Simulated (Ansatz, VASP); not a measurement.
# One calculation of Ag, two programs

File POSCAR:

```
Ag
1.0
    2.9052090038      0.0000000000      0.0000000000
   -1.4526045019      2.5159848006      0.0000000000
    0.0000000000      0.0000000000      9.4669946005
Ag
4
Direct
    0.3333333333      0.6666666667      0.2500000000
    0.6666666667      0.3333333333      0.7500000000
    0.0000000000      0.0000000000      0.0000000000
    0.0000000000      0.0000000000      0.5000000000
```

The input INCAR.step1:

```
PREC = Accurate
ENCUT = 520
ISMEAR = 0
SIGMA = 0.15
LREAL = F
LASPH = T
NELM = 100
NBANDS = 30
GGA = PE
ALGO = Normal
EDIFF = 1E-4
LWAVE = T
LCHARG = F
```

Contents of INCAR.step2:

```
PREC = Accurate
ENCUT = 520
EDIFF = 1E-6
ISMEAR = 0
SIGMA = 0.15
LREAL = F
LASPH = T
NELM = 100
ALGO = Normal
ISIF = 2
LWAVE = F
LCHARG = F
METAGGA = R2SCAN
LMIXTAU = T
NBANDS = 30
ISTART = 1
```

The input KPOINTS:

```
Automatic mesh
0
Gamma
  18 18 6
```

Input for Ansatz:

```yaml
crystal:
  lattice:
    - [2.9052090038, 0.0, 0.0]
    - [-1.4526045019, 2.5159848006, 0.0]
    - [0.0, 0.0, 9.4669946005]
  atoms:
    - { symbol: Ag, position: [0.3333333333, 0.6666666667, 0.25] }
    - { symbol: Ag, position: [0.6666666667, 0.3333333333, 0.75] }
    - { symbol: Ag, position: [0.0, 0.0, 0.0] }
    - { symbol: Ag, position: [0.0, 0.0, 0.5] }
basis:
  ecutwfc: 500
kpoints:
  mp_grid: { grid: [18, 18, 6] }
hamiltonian:
  xc: r2scan
scf:
  occupations: { method: gaussian, width: 0.15 }
output:
  forces: true
  stress: true
  eigenvalues: true
```

Alike in both runs: task single point; functional r2SCAN; k mesh 18 × 18 × 6; occupations gaussian, width 0.15 eV; no spin polarisation.

```csv
,VASP,Ansatz
version,VASP 6.6.1,Ansatz 0.2.0
potentials or method,"VASP PAW PBE potentials, release 64 (Ag), cutoff 520 eV","scalar-relativistic, plane waves, PAW"
valence electrons in the cell,44,76
```

```csv
,VASP,Ansatz,Ansatz less VASP
gap on the k mesh at the Fermi level (eV),none,none,-
pressure (GPa),0.2,0.1,-0.13
"traceless stress, the component that is largest in VASP (GPa)",0.17,0.16,-0.002
```

VASP's potentials were made for PBE, not for r2SCAN. A gap of «none» marks a metal or a gap that the smearing closes. With one functional, cell and mesh, what is left measures potentials, basis and numerics. VASP's potentials hold 44 valence electrons a cell and Ansatz's 76, so a difference there can come from the potentials and not from the codes.
